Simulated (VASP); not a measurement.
Wanted: the native input for a VASP 6.6.1 run.

- Task: single point
- Functional: r2SCAN
- Potentials or basis: VASP PAW PBE potentials, release 64 (Ga_d, N, In_d)
- Cutoff: 520 eV
- k mesh: 8 × 8 × 8
- Occupations: fermi-dirac, width 0.02 eV
- Spin: no spin polarisation
- Dipole correction: no
- Further INCAR settings: ALGO = Normal; EDIFF = 1e-06; NBANDS = 36

In2GaN3:

```xyz
6
Lattice="-1.7178 1.7178 7.3749 1.7178 -1.7178 7.3749 1.7178 1.7178 -7.3749" Properties=species:S:1:pos:R:3 pbc="T T T"
Ga    0.0000    0.0000    0.0000
N     1.7178    0.0000    6.3370
N     0.0000    1.7178    3.6875
N     1.7178    0.0000    1.0380
In    0.0000    0.0000    5.0082
In    0.0000    0.0000    9.7417
```

This cell differs from its parent crystal: volume changed by +3%.

One way to write it, as run:

POSCAR

```
In2GaN3
1.0
   -1.7177848209      1.7177848209      7.3749379137
    1.7177848209     -1.7177848209      7.3749379137
    1.7177848209      1.7177848209     -7.3749379137
Ga N In
1 3 2
Direct
    0.0000000000      0.0000000000      0.0000000000
    0.4296274191      0.9296274191      0.5000000000
    0.7500000000      0.2500000000      0.5000000000
    0.0703725809      0.5703725809      0.5000000000
    0.3395418763      0.3395418763      0.0000000000
    0.6604581237      0.6604581237      0.0000000000
```

INCAR.step1

```
PREC     = Accurate       # precision mode
ENCUT    = 520            # plane-wave cutoff, eV
ISMEAR   = -1             # smearing method
SIGMA    = 0.02           # smearing width, eV
LREAL    = F              # projectors in reciprocal space
LASPH    = T              # aspherical terms in the spheres
NELM     = 80             # most SCF steps
NBANDS   = 36             # bands
GGA      = PE             # functional
ALGO     = Normal         # electronic algorithm
EDIFF    = 1E-4           # SCF threshold, eV
LWAVE    = T              # write WAVECAR
LCHARG   = F              # write CHGCAR
```

INCAR.step2

```
PREC     = Accurate       # precision mode
ENCUT    = 520            # plane-wave cutoff, eV
EDIFF    = 1E-6           # SCF threshold, eV
ISMEAR   = -1             # smearing method
SIGMA    = 0.02           # smearing width, eV
LREAL    = F              # projectors in reciprocal space
LASPH    = T              # aspherical terms in the spheres
NELM     = 80             # most SCF steps
ALGO     = Normal         # electronic algorithm
ISIF     = 2              # what is computed and relaxed
LWAVE    = F              # write WAVECAR
LCHARG   = F              # write CHGCAR
METAGGA  = R2SCAN         # meta-GGA
LMIXTAU  = T            
NBANDS   = 36             # bands
ISTART   = 1
```

KPOINTS

```
Automatic mesh
0
Gamma
  8 8 8
```

Potentials or basis: VASP PAW PBE potentials, release 64 (Ga_d, N, In_d).

Run with:

```bash
$ cat potpaw_PBE.64/Ga_d/POTCAR potpaw_PBE.64/N/POTCAR potpaw_PBE.64/In_d/POTCAR > POTCAR
$ cp INCAR.step1 INCAR
$ mpirun -np 1 vasp_std > vasp.out
$ cp INCAR.step2 INCAR
$ mpirun -np 1 vasp_std > vasp.out
```

Results of the run:

```
Pressure               : -3.8 GPa
Largest force          : 0.064 eV/Å
Band gap on the k mesh : 0.23 eV, direct
```

Caveat: the PAW data sets were made with another functional, which shifts forces and pressure a little; spin-orbit coupling is left out, which moves the levels of the heavy elements.

Run time: 30 min on 1 thread of Intel(R) Xeon(R) 6975P-C (Granite Rapids) (shared host), peak memory 0.64 GiB.
